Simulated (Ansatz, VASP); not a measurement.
## One calculation of NaCl, two programs

The input INCAR:

```
SYSTEM = NaCl
PREC = Accurate
ENCUT = 520
EDIFF = 1E-7
ISMEAR = 0
SIGMA = 0.01
LREAL = .False.
LASPH = .True.
NELM = 80
ALGO = Normal
ISIF = 2
LWAVE = .False.
LCHARG = .False.
GGA = CA
IBRION = 2
NSW = 50
EDIFFG = -0.002
```

KPOINTS

```
regular mesh
0
Gamma
  8 8 8
  0 0 0
```

The input POSCAR:

```
NaCl
1.0
    0.0136609680      2.7390240913      2.7390240913
    2.7390240913      0.0136609680      2.7390240913
    2.7390240913      2.7390240913      0.0136609680
Na Cl
1 1
Direct
    0.0000000000      0.0000000000      0.0000000000
    0.5000000000      0.5000000000      0.5000000000
```

Input for Ansatz:

```yaml
crystal:
  lattice:
    - [0.01366096804, 2.73902409128, 2.73902409128]
    - [2.73902409128, 0.01366096804, 2.73902409128]
    - [2.73902409128, 2.73902409128, 0.01366096804]
  atoms:
    - { symbol: Na, position: [0.0, 0.0, 0.0] }
    - { symbol: Cl, position: [0.5, 0.5, 0.5] }
kpoints:
  mp_grid: { grid: [8, 8, 8] }
scf:
  occupations: { method: fixed }
  convergence: { dr2_threshold: 1.0e-10 }
hamiltonian:
  xc: lda
  pseudopotentials: { kind: paw }
output:
  forces: true
  stress: true
  eigenstates:
    kpoints:
      - [0.0, 0.0, 0.0]
      - [-0.5, 0.0, -0.5]
      - [0.0, -0.5, -0.5]
      - [-0.5, -0.5, 0.0]
      - [-0.5, 0.0, 0.0]
      - [0.0, -0.5, 0.0]
      - [0.0, 0.0, -0.5]
      - [-0.5, -0.5, -0.5]
relax:
  f_tol: 0.002
  max_steps: 30
```

Change from the starting cell: equal xy, yz and zx engineering shears of +0.5 %, PAW files.

Alike in both runs: task relaxation of the atoms; functional LDA; k mesh 8 × 8 × 8; no spin polarisation.

```csv
,VASP,Ansatz
version,VASP 6.6.1,Ansatz 0.2.0
potentials or method,"VASP PAW LDA potentials, release 64 (Na_pv, Cl)","PAW with Ansatz's default frozen-core files, scalar-relativistic"
plane-wave cutoff (eV),520,420
occupations,"gaussian, width 0.01 eV",fixed
valence electrons in the cell,14,16
```

```tsv
	VASP	Ansatz	Ansatz less VASP
gap on the k mesh at the Fermi level, each at its own relaxed structure (eV)	5.07	5.06	-0.007
```

LDA's correlation is that of Perdew and Zunger in VASP and of Perdew and Wang (1992) in Ansatz. VASP's potentials hold 14 valence electrons a cell and Ansatz's 16, so a difference there can come from the potentials and not from the codes.

Noted on VASP's run: the relaxation stopped at its first step, so nothing moved.
